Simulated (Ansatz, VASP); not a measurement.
## Ir: VASP beside Ansatz

```xyz
1
Lattice="0.0000 1.8237 1.9197 1.8237 0.0000 1.9197 1.8237 1.8237 0.0000" Properties=species:S:1:pos:R:3 pbc="T T T"
Ir    0.0000    0.0000    0.0000
```

Change from the starting cell: strain -0.050 along x and y, +0.000 along z, atoms carried along.

Alike in both runs: task single point; functional r2SCAN; k mesh 22 × 22 × 22; occupations gaussian, width 0.15 eV; no spin polarisation.

|  | VASP | Ansatz |
| --- | --- | --- |
| version | VASP 6.6.1 | Ansatz 0.2.0 |
| potentials or method | VASP PAW PBE potentials, release 64 (Ir), cutoff 520 eV | scalar-relativistic, plane waves, PAW |
| valence electrons in the cell | 9 | 17 |

VASP gave:

- gap on the k mesh at the Fermi level (eV): none
- pressure (GPa): 57.8
- traceless stress, the component that is largest in VASP (GPa): -17.93

Problem. Estimate Ansatz's values.

Solution. gap on the k mesh at the Fermi level (eV): none; pressure (GPa): 53.3; traceless stress, the component that is largest in VASP (GPa): -17.84.

VASP's potentials were made for PBE, not for r2SCAN. A gap of «none» marks a metal or a gap that the smearing closes. Both programs put the cell under a high pressure, so it lies far from rest at this level. With one functional, cell and mesh, what is left measures potentials, basis and numerics. VASP's potentials hold 9 valence electrons a cell and Ansatz's 17, so a difference there can come from the potentials and not from the codes.

Spin-orbit coupling is off throughout.
